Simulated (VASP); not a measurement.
Wanted: the native input for a VASP 6.6.1 run.

```yaml
Task: single point
Functional: PBE
Potentials_or_basis: VASP PAW PBE potentials, release 64 (Co)
Cutoff: 520 eV
k_mesh: 15 × 15 × 15
Occupations: fermi-dirac, width 0.1 eV
Spin: no spin polarisation
Dipole_correction: no
Further_INCAR_settings: ALGO = Normal; EDIFF = 1e-06; NBANDS = 10
```

The structure of Co lies in POSCAR:

```
Co
1.0
    2.1895555616      0.0000000000      0.0000000000
    0.0000000000      2.1895555616      0.0000000000
    0.0000000000      0.0000000000      2.1895555616
Co
1
Direct
    0.0000000000      0.0000000000      0.0000000000
```

This cell differs from its parent crystal: volume scaled by 0.88.

These files were run (other wordings do the same):

INCAR

```
SYSTEM = Co
ALGO = Normal ; EDIFF = 1E-6
ENCUT = 520 ; GGA = PE
ISIF = 2 ; ISMEAR = -1
LASPH = .True. ; LCHARG = .False.
LREAL = .False. ; LWAVE = .False.
NBANDS = 10 ; NELM = 80
PREC = Accurate ; SIGMA = 0.1
```

KPOINTS

```
k-points
0
Gamma
  15 15 15
  0 0 0
```

Potentials or basis: VASP PAW PBE potentials, release 64 (Co).

Command:

```sh
$ cat potpaw_PBE.64/Co/POTCAR > POTCAR
$ mpirun -np 1 vasp_std > vasp.out
```

It gave:

| Quantity | Value |
| --- | --- |
| Pressure | 29.7 GPa |

Caveat: the run has no spin polarisation, though such a crystal can be magnetic.

Run time: 8.7 s on 1 thread of Intel Xeon 8259CL, on a shared host, peak memory 0.12 GiB.
